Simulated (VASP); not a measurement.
# BaTiO3 (Amm2) in VASP: a series of runs

BaTiO3 is run at these levels: PBEsol; tasks: single point.

Everything below comes from runs of VASP 6.6.1. Logs are shortened: lines on timing, memory, paths and dates and some standing lists are left out, and cuts for length are marked.

### Step 1. The cell of the first run

Symmetry: Amm2, No. 38, orthorhombic system. The conventional cell has a = 3.903 Å, b = 5.558 Å, c = 5.575 Å, α = 90.00°, β = 90.00°, γ = 90.00°. Ba (site symmetry mm2) has 12 O at 2.74 to 2.83 Å and 8 Ti at 3.37 to 3.44 Å within 3.6 Å. Ti (site symmetry mm2) has 6 O at 1.91 to 2.02 Å within 2.5 Å. O (site symmetry mm2) has 2 Ti at 1.95 Å within 2.6 Å. O (site symmetry m) has 2 Ti at 1.91 to 2.02 Å within 2.5 Å.

### Step 2. Single point, PBEsol (12.09 Å³/atom)

File INCAR:

```
SYSTEM = BaTiO3
PREC = Accurate ; ENCUT = 520
EDIFF = 1E-7 ; ISMEAR = -1
SIGMA = 0.05 ; LREAL = .FALSE.
LASPH = .TRUE. ; NELM = 100
ALGO = Normal ; ISIF = 2
LWAVE = .FALSE. ; LCHARG = .FALSE.
GGA = PS ; NBANDS = 28
```

File KPOINTS:

```
regular mesh
0
G
  8 8 8
  0 0 0
```

File POSCAR:

```
BaTiO3
1.0
    3.9027690157      0.0000000000      0.0000000000
    0.0000000000      2.7791347697      2.7877061482
    0.0000000000     -2.7791347697      2.7877061482
Ba Ti O
1 1 3
Direct
    0.0000000000      0.0000000000      0.0000000000
    0.5000000000      0.5079000000      0.5079000000
    0.0000000000      0.4921000000      0.4921000000
    0.5000000000      0.5025100000      0.9937100000
    0.5000000000      0.9937100000      0.5025100000
```

Potentials or basis: VASP PAW PBE potentials, release 64 (Ba_sv, Ti_sv, O).

Launch:

```console
> cat potpaw_PBE.64/Ba_sv/POTCAR potpaw_PBE.64/Ti_sv/POTCAR potpaw_PBE.64/O/POTCAR > POTCAR
> mpirun -np 1 vasp_std > vasp.out
```

OUTCAR:

```text
SYSTEM = BaTiO3
   PREC = Accurate
   ENCUT = 520
   EDIFF = 1E-7
   ISMEAR = -1
   LREAL = .FALSE.
   LASPH = .TRUE.
   NELM = 100
   ISIF = 2
   GGA = PS

 ion  position               nearest neighbor table
   1  0.000  0.000  0.000-   3 2.74   4 2.76   5 2.76   4 2.76   5 2.76   4 2.78   5 2.78   5 2.78
                             4 2.78   3 2.78   3 2.78   3 2.83   2 3.37   2 3.37   2 3.40   2 3.40
   2  0.500  0.508  0.508-   4 1.91   5 1.91   3 1.95   3 1.95   5 2.02   4 2.02   1 3.37   1 3.37
                             1 3.40   1 3.40   1 3.40   1 3.40   1 3.44   1 3.44
   3  0.000  0.492  0.492-   2 1.95   2 1.95   1 2.74   1 2.78   1 2.78   1 2.83
   4  0.500  0.503  0.994-   2 1.91   2 2.02   1 2.76   1 2.76   1 2.78   1 2.78
   5  0.500  0.994  0.503-   2 1.91   2 2.02   1 2.76   1 2.76   1 2.78   1 2.78

  LATTYP: Found a base centered orthorhombic cell.
 ALAT       =     5.5582695394
 B/A-ratio  =     1.0030841896
 C/A-ratio  =     0.7021554079

  Lattice vectors:

 A1 = (   0.0000000000,   2.7791347697,  -2.7877061482)
 A2 = (   0.0000000000,   2.7791347697,   2.7877061482)
 A3 = (   3.9027690157,   0.0000000000,   0.0000000000)

Analysis of symmetry for initial positions (statically):
=====================================================================
 Subroutine PRICEL returns:
 Original cell was already a primitive cell.

 Routine SETGRP: Setting up the symmetry group for a
 base centered orthorhombic supercell.

 Subroutine GETGRP returns: Found  4 space group operations
 (whereof  4 operations were pure point group operations)
 out of a pool of  8 trial point group operations.

The static configuration has the point symmetry C_2v.

Analysis of symmetry for dynamics (positions and initial velocities):
=====================================================================
 Subroutine PRICEL returns:
 Original cell was already a primitive cell.

 Routine SETGRP: Setting up the symmetry group for a
 base centered orthorhombic supercell.

 Subroutine GETGRP returns: Found  4 space group operations
 (whereof  4 operations were pure point group operations)
 out of a pool of  8 trial point group operations.

The dynamic configuration has the point symmetry C_2v.

 Subroutine INISYM returns: Found  4 space group operations
 (whereof  4 operations are pure point group operations),
 and found     1 'primitive' translations

----------------------------------------------------------------------------------------

                                     Primitive cell

  volume of cell :      60.4727

  direct lattice vectors                    reciprocal lattice vectors
     3.902769016  0.000000000  0.000000000     0.256228333  0.000000000  0.000000000
     0.000000000  2.779134770  2.787706148     0.000000000  0.179912110  0.179358933
     0.000000000 -2.779134770  2.787706148     0.000000000 -0.179912110  0.179358933

  length of vectors
     3.902769016  3.936355629  3.936355629     0.256228333  0.254043292  0.254043292

  position of ions in fractional coordinates (direct lattice)
     0.000000000  0.000000000  0.000000000
     0.500000000  0.507900000  0.507900000
     0.000000000  0.492100000  0.492100000
     0.500000000  0.502510000  0.993710000
     0.500000000  0.993710000  0.502510000

  ion indices of the primitive-cell ions
   primitive index   ion index
                 1           1
                 2           2
                 3           3
                 4           4
                 5           5

----------------------------------------------------------------------------------------

 KPOINTS: regular mesh

Automatic generation of k-mesh.
 Grid dimensions read from file:
 generate k-points for:    8    8    8

 Generating k-lattice:

  Cartesian coordinates                     Fractional coordinates (reciprocal lattice)
     0.032028542  0.000000000  0.000000000     0.125000000  0.000000000  0.000000000
     0.000000000  0.022489014  0.022419867     0.000000000  0.125000000  0.000000000
     0.000000000 -0.022489014  0.022419867     0.000000000  0.000000000  0.125000000

  Length of vectors
     0.032028542  0.031755411  0.031755411

  Shift w.r.t. Gamma in fractional coordinates (k-lattice)
     0.000000000  0.000000000  0.000000000

 Subroutine IBZKPT returns following result:
 ===========================================

 Found    105 irreducible k-points:

 Following reciprocal coordinates:
            Coordinates               Weight
  0.000000  0.000000  0.000000      1.000000
  0.125000  0.000000  0.000000      2.000000
  0.250000  0.000000  0.000000      2.000000
  0.375000  0.000000  0.000000      2.000000
  0.500000  0.000000  0.000000      1.000000
  0.000000  0.125000 -0.000000      4.000000
[... 16 lines left out ...]
  0.250000  0.500000 -0.000000      4.000000
  0.375000  0.500000 -0.000000      4.000000
 [... further k-points ...]
   k-points           NKPTS =    105   k-points in BZ     NKDIM =    105   number of bands    NBANDS=     28
   number of dos      NEDOS =    301   number of ions     NIONS =      5
   total plane-waves  NPLWV =  27000
   dimension x,y,z NGX =    30 NGY =   30 NGZ =   30
   dimension x,y,z NGXF=    60 NGYF=   60 NGZF=   60
   ions per type =               1   1   3
   NGX,Y,Z   is equivalent  to a cutoff of  12.78, 12.67, 12.67 a.u.
   NGXF,Y,Z  is equivalent  to a cutoff of  25.56, 25.34, 25.34 a.u.
 SYSTEM =  BaTiO3
   PREC   = accura    normal or accurate (medium, high low for compatibility)
   ISTART =      0    job   : 0-new  1-cont  2-samecut
   ICHARG =      2    charge: 1-file 2-atom 10-const
   ISPIN  =      1    spin polarized calculation?
   LNONCOLLINEAR =      F non collinear calculations
   LSORBIT =      F    spin-orbit coupling
   LASPH  =      T    aspherical Exc in radial PAW
   ENCUT  =  520.0 eV  38.22 Ry    6.18 a.u.   7.26  7.32  7.32*2*pi/ulx,y,z
   NELM   =    100;   NELMIN=  2; NELMDL= -5     # of ELM steps
   EDIFF  = 0.1E-06   stopping-criterion for ELM
   LREAL  =      F    real-space projection
   EDIFFG = 0.1E-05   stopping-criterion for IOM
   NSW    =      0    number of steps for IOM
   IBRION =     -1    ionic relax: 0-MD 1-quasi-New 2-CG
   NFREE  =      0    steps in history (QN), initial steepest desc. (CG)
   ISIF   =      2    stress and relaxation
   ISYM   =      2    0-nonsym 1-usesym 2-fastsym
   POTIM  = 0.5000    time-step for ionic-motion
   TEBEG  =    0.0;   TEEND  =   0.0 temperature during run
   PSTRESS=    0.0 pullay stress
   NELECT =      40.0000    total number of electrons
   NUPDOWN=      -1.0000    fix difference up-down
   EMIN   =  10.00;   EMAX   =-10.00  energy-range for DOS
   EFERMI =   0.00;   METHOD = LEGACY
   ISMEAR =    -1;   SIGMA  =   0.05  broadening in eV -4-tet -1-fermi 0-gaus
   EFERMI_NEDOS =   21; number of points for ismear=-14 and -15
   IALGO  =     38    algorithm
   IMIX   =      4    mixing-type and parameters
     AMIX     =   0.40;   BMIX     =  1.00
     AMIX_MAG =   1.60;   BMIX_MAG =  1.00
  volume/ion in A,a.u.               =      12.09        81.62
  Fermi-wavevector in a.u.,A,eV,Ry     =   1.426401  2.695507 27.682689  2.034620
  Thomas-Fermi vector in A             =   2.546682
   LORBIT       =      0    0 simple, 1 ext, 2 COOP (PROOUT), +10 PAW based schemes
   GGA     = PS    functional components
   LHFCALC =     F    Hartree Fock is set to
   AEXX    =    0.0000 exact exchange contribution
   IVDW    =     0    specifies the selected vdW correction
   LEPSILON=     F    determine dielectric tensor
   LRPA    =     F    only Hartree local field effects (RPA)
 non-spin polarized calculation
  energy-cutoff  :      520.00
  volume of cell :       60.47
 maximum number of plane-waves:      1649
 NGX is ok and might be reduce to    30
   NGX = 15   NGY = 15   NGZ = 15

 number of electron      40.0000014 magnetization

 Free energy of the ion-electron system (eV)
  ---------------------------------------------------
  ext. energy  EPLUGINS =         0.00000000
  ---------------------------------------------------
  free energy    TOTEN  =       -41.89870924 eV

  energy without entropy =      -41.89870924  energy(sigma->0) =      -41.89870924

 E-fermi :   5.1073     XC(G=0): -11.8269

 val. band max:        4.1581163569   @ k =   0.5000   0.5000   0.5000
 cond. band min:       6.0194729058   @ k =   0.0000   0.0000   0.0000
 fundamental gap:      1.8613565489
 Fermi energy:         5.1072669409

 k-point     1 :       0.0000    0.0000    0.0000
  band No.  band energies     occupation
      1     -51.9225      2.00000
      2     -28.2928      2.00000
      3     -28.2897      2.00000
      4     -28.2872      2.00000
      5     -20.4930      2.00000
      6     -12.7852      2.00000
[... 20 lines left out ...]
     27       9.1837      0.00000
     28      11.9972      0.00000

 k-point     2 :       0.1250    0.0000    0.0000
  band No.  band energies     occupation
      1     -51.9223      2.00000
      2     -28.2987      2.00000
      3     -28.2923      2.00000
      4     -28.2892      2.00000
      5     -20.4681      2.00000
      6     -12.7987      2.00000
[... 20 lines left out ...]
     27       9.5131      0.00000
     28      12.3962      0.00000

 k-point     3 :       0.2500    0.0000    0.0000
  band No.  band energies     occupation
      1     -51.9217      2.00000
      2     -28.3262      2.00000
      3     -28.2912      2.00000
      4     -28.2881      2.00000
      5     -20.4068      2.00000
      6     -12.9048      2.00000
[... 20 lines left out ...]
     27      10.3536      0.00000
     28      12.7369      0.00000

 k-point     4 :       0.3750    0.0000    0.0000
  band No.  band energies     occupation
      1     -51.9212      2.00000
      2     -28.3534      2.00000
      3     -28.2901      2.00000
      4     -28.2870      2.00000
      5     -20.3436      2.00000
      6     -13.0638      2.00000
[... 578 lines left out ...]
     27      12.2788      0.00000
     28      12.8234      0.00000

 k-point    23 :       0.2500    0.5000   -0.0000
  band No.  band energies     occupation
      1     -51.9203      2.00000
      2     -28.3589      2.00000
      3     -28.3221      2.00000
      4     -28.2868      2.00000
      5     -20.2733      2.00000
      6     -12.8434      2.00000
[... 20 lines left out ...]
     27      13.0995      0.00000
     28      13.1893      0.00000

 k-point    24 :       0.3750    0.5000   -0.0000
  band No.  band energies     occupation
      1     -51.9197      2.00000
      2     -28.3569      2.00000
      3     -28.3485      2.00000
      4     -28.2858      2.00000
      5     -20.2350      2.00000
      6     -12.5861      2.00000
[... 20 lines left out ...]
     27      12.5006      0.00000
     28      14.1687      0.00000

 [... further k-points ...]

------------------------ aborting loop because EDIFF is reached ----------------------------------------

  FORCE on cell =-STRESS in cart. coord.  units (eV):
  Direction    XX          YY          ZZ          XY          YZ          ZX
  --------------------------------------------------------------------------------------
  -------------------------------------------------------------------------------------
  Total        3.8547664      3.5041479      3.1954609      0.0000000      0.0000000      0.0000000
  in kB      102.1290300     92.8396642     84.6612447      0.0000000      0.0000000      0.0000000
  external PRESSURE =      93.2099796 kB  Pullay stress =       0.0000000 kB

 VOLUME and BASIS-vectors are now :
 -----------------------------------------------------------------------------
  energy-cutoff  :      520.00
  volume of cell :       60.47
      direct lattice vectors                 reciprocal lattice vectors
     3.902769016  0.000000000  0.000000000     0.256228333  0.000000000  0.000000000
     0.000000000  2.779134770  2.787706148     0.000000000  0.179912110  0.179358933
     0.000000000 -2.779134770  2.787706148     0.000000000 -0.179912110  0.179358933

 POSITION                                       TOTAL-FORCE (eV/Angst)
 -----------------------------------------------------------------------------------
      0.00000      0.00000      0.00000         0.000000      0.000000      0.092709
      1.95138      0.00000      2.83175         0.000000      0.000000     -0.024826
      0.00000      0.00000      2.74366         0.000000      0.000000      0.073888
      1.95138     -1.36511      4.17102         0.000000     -0.141002     -0.070885
      1.95138      1.36511      4.17102         0.000000      0.141002     -0.070885
 -----------------------------------------------------------------------------------
    total drift:                                0.000000     -0.000000      0.000219

  FREE ENERGIE OF THE ION-ELECTRON SYSTEM (eV)
  ---------------------------------------------------
  free  energy   TOTEN  =       -41.8987092377 eV

  energy  without entropy=      -41.8987092372  energy(sigma->0) =      -41.89870924
```

It took 6.1 min on 1 thread of Intel Xeon 8259CL, shared host; peak memory 0.3 GiB.

What came out:

```yaml
Free_energy: -41.8987 eV
Pressure: 9.3 GPa
Largest_force: 0.158 eV/Å
Band_gap_on_the_k_mesh: 1.86 eV (least direct gap 1.97 eV)
```

Forces on the atoms (eV/Å):
```
Ba   0.000  0.000  0.093
Ti   0.000  0.000 -0.025
O    0.000  0.000  0.074
O    0.000 -0.141 -0.071
O    0.000  0.141 -0.071
```

Stress tensor (GPa, compression positive):
```
10.21  0.00  0.00
 0.00  9.28  0.00
 0.00  0.00  8.47
```

Levels at points of the mesh, in eV from the valence-band top:
```csv
k point,band 18,band 19,band 20,band 21,band 22,band 23
"(0.00, 0.00, 0.00)",-0.19,-0.15,-0.11,1.86,1.89,1.98
"(0.50, 0.00, 0.00)",-1.90,-0.79,-0.75,2.08,3.84,3.88
"(0.00, 0.50, 0.00)",-1.84,-0.77,-0.73,2.10,3.80,3.82
"(0.50, 0.50, 0.00)",-0.83,-0.83,-0.10,3.82,3.88,4.27
"(0.00, 0.50, 0.50)",-0.89,-0.86,-0.14,3.81,3.84,4.24
"(0.50, 0.50, 0.50)",-0.03,0.00,0.00,4.56,4.57,4.59
```

Caveat: the cell stands under pressure; the PAW data sets were made with another functional, which shifts forces and pressure a little; spin-orbit coupling is left out, which moves the levels of the heavy elements.

### Step 3. Single point, PBEsol (12.61 Å³/atom)

This run uses another cell than the first one, of 12.61 Å³/atom.

File INCAR:

```
PREC = Accurate
ENCUT = 520
EDIFF = 1E-6
ISMEAR = -1
SIGMA = 0.05
LREAL = F
LASPH = T
NELM = 80
ALGO = Normal
ISIF = 2
LWAVE = F
LCHARG = T
GGA = PS
LELF = T
LVHAR = T
NBANDS = 28
```

File KPOINTS:

```
Automatic mesh
0
Gamma
  8 8 8
```

Changes to POSCAR since step 2:

```diff
@@ -2,5 +2,5 @@
 1.0
-    3.9027690157      0.0000000000      0.0000000000
-    0.0000000000      2.7791347697      2.7877061482
-    0.0000000000     -2.7791347697      2.7877061482
+    3.9573602681      0.0000000000      0.0000000000
+    0.0000000000      2.8180088222      2.8267000956
+    0.0000000000     -2.8180088222      2.8267000956
 Ba Ti O
```

Potentials or basis: VASP PAW PBE potentials, release 64 (Ba_sv, Ti_sv, O).

Launch:

```console
> cat potpaw_PBE.64/Ba_sv/POTCAR potpaw_PBE.64/Ti_sv/POTCAR potpaw_PBE.64/O/POTCAR > POTCAR
> mpirun -np 1 vasp_std > vasp.out
```

It took 6 min on 1 thread of Intel Xeon 8259CL, shared host; peak memory 0.31 GiB.

It converged, with:

* Free energy: -41.9820 eV
* Pressure: 1.0 GPa
* Largest force: 0.159 eV/Å
* Band gap on the k mesh: 1.78 eV (least direct gap 1.94 eV)

Forces in eV/Å, atoms in the order of the input:
```
Ba   0.000  0.000  0.089
Ti   0.000  0.000  0.131
O    0.000  0.000  0.093
O    0.000 -0.029 -0.157
O    0.000  0.029 -0.157
```

Stress tensor (GPa, compression positive):
```
1.73 0.00 0.00
0.00 0.99 0.00
0.00 0.00 0.25
```

Levels at points of the mesh, in eV from the valence-band top:
```csv
k point,band 18,band 19,band 20,band 21,band 22,band 23
"(0.00, 0.00, 0.00)",-0.23,-0.19,-0.16,1.78,1.81,1.89
"(0.50, 0.00, 0.00)",-1.85,-0.79,-0.75,1.98,3.62,3.66
"(0.00, 0.50, 0.00)",-1.79,-0.78,-0.73,2.00,3.59,3.60
"(0.50, 0.50, 0.00)",-0.86,-0.86,-0.09,3.60,3.66,4.04
"(0.00, 0.50, 0.50)",-0.92,-0.89,-0.13,3.59,3.62,4.01
"(0.50, 0.50, 0.50)",-0.03,0.00,0.00,4.29,4.30,4.32
```

Caveat: the PAW data sets were made with another functional, which shifts forces and pressure a little; spin-orbit coupling is left out, which moves the levels of the heavy elements.

[end of part 1 of 2]
